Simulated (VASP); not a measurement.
Wanted: the native input for a VASP 6.6.1 run.

```yaml
Task: single point
Functional: PBEsol
Potentials_or_basis: VASP PAW PBE potentials, release 64 (In_d, P)
Cutoff: 520 eV
k_mesh: 6 × 6 × 6
Occupations: gaussian, width 0.15 eV
Spin: no spin polarisation
Dipole_correction: no
Further_INCAR_settings: ALGO = Normal; EDIFF = 1e-06; NBANDS = 16
```

The structure of InP lies in POSCAR:

```
InP
1.0
    0.0000000000      3.1015199451      2.4191855572
    3.1015199451      0.0000000000      2.4191855572
    3.1015199451      3.1015199451      0.0000000000
In P
1 1
Direct
    0.0000000000      0.0000000000      0.0000000000
    0.5000000000      0.5000000000      0.5000000000
```

This cell differs from its parent crystal: ratio of the length along z to the lengths across it x 0.78, volume and fractional coordinates fixed.

One way to write it, as run:

INCAR

```
SYSTEM = InP
PREC = Accurate
ENCUT = 520
EDIFF = 1E-6
ISMEAR = 0
SIGMA = 0.15
LREAL = .FALSE.
LASPH = .TRUE.
NELM = 60
ALGO = Normal
ISIF = 2
LWAVE = .FALSE.
LCHARG = .FALSE.
GGA = PS
NBANDS = 16
```

KPOINTS

```
regular mesh
0
G
  6 6 6
  0 0 0
```

Potentials or basis: VASP PAW PBE potentials, release 64 (In_d, P).

The run is started by

```sh
$ cat potpaw_PBE.64/In_d/POTCAR potpaw_PBE.64/P/POTCAR > POTCAR
$ mpirun -np 1 vasp_std > vasp.out
```

It gave:

- Pressure: -0.3 GPa
- Band gap on the k mesh: zero (band 9 reaches 6.23 eV, above the bottom of band 10 at 3.07 eV)

Caveat: the PAW data sets were made with another functional, which shifts forces and pressure a little; spin-orbit coupling is left out, which moves the levels of the heavy elements.

It took 27 s on 1 thread of AMD EPYC 7R13 Processor (Zen 3), on a shared host, peak memory 0.15 GiB.
